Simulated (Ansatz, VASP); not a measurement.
# Two plane-wave programs on HfB3

INCAR

```
SYSTEM = HfB3
ALGO = Normal
EDIFF = 1E-7
EDIFFG = -0.01
ENCUT = 600
GGA = PE
IBRION = 2
ISIF = 3
ISMEAR = 0
LASPH = .TRUE.
LCHARG = .FALSE.
LREAL = .FALSE.
LWAVE = .FALSE.
NELM = 60
NSW = 100
PREC = Accurate
SIGMA = 0.1
```

File KPOINTS:

```
k-points
0
G
  14 14 14
  0 0 0
```

POSCAR

```
HfB3
1.0
    3.3897030378      0.0000000000      0.0000000000
    0.0000000000      3.3897030378      0.0000000000
    0.0000000000      0.0000000000      3.3897030378
Hf B
1 3
Direct
    0.0000000000      0.0000000000      0.0000000000
    0.0000000000      0.5000000000      0.5000000000
    0.5000000000      0.0000000000      0.5000000000
    0.5000000000      0.5000000000      0.0000000000
```

Input for Ansatz:

```yaml
crystal:
  lattice:
    - [3.3897030378, 0.0, 0.0]
    - [0.0, 3.3897030378, 0.0]
    - [0.0, 0.0, 3.3897030378]
  atoms:
    - { symbol: Hf, position: [0.0, 0.0, 0.0] }
    - { symbol: B, position: [0.0, 0.5, 0.5] }
    - { symbol: B, position: [0.5, 0.0, 0.5] }
    - { symbol: B, position: [0.5, 0.5, 0.0] }
basis:
  ecutwfc: 420
kpoints:
  mp_grid: { grid: [14, 14, 14] }
hamiltonian:
  xc: pbe
scf:
  occupations: { method: gaussian, width: 0.1 }
output:
  forces: true
  stress: true
  eigenvalues: true
relax:
  adjacent_minimum: "off"
  f_tol: 0.01
  max_steps: 80
  cell: { stress_tol: 0.05 }
```

Change from the starting cell: species swapped into the TiPd3 type (Pm-3m, No. 221).

Alike in both runs: task relaxation of cell and atoms; functional PBE; k mesh 14 × 14 × 14; occupations gaussian, width 0.1 eV; no spin polarisation.

```csv
,VASP,Ansatz
version,VASP 6.6.1,Ansatz 0.2.0
potentials or method,"VASP PAW PBE potentials, release 64 (Hf_pv, B), cutoff 600 eV","scalar-relativistic, plane waves, PAW"
valence electrons in the cell,19,35
```

```tsv
	VASP	Ansatz	Ansatz less VASP
gap on the k mesh at the Fermi level, each at its own relaxed structure (eV)	none	none	-
relaxed volume (Å³/atom)	9.80	9.76	-0.041
relaxed cell length with the largest relative difference (Å)	3.397	3.392	-0.0048
```

A gap of «none» marks a metal or a gap that the smearing closes. VASP's potentials hold 19 valence electrons a cell and Ansatz's 35, so a difference there can come from the potentials and not from the codes.

Neither program's run includes spin-orbit coupling.
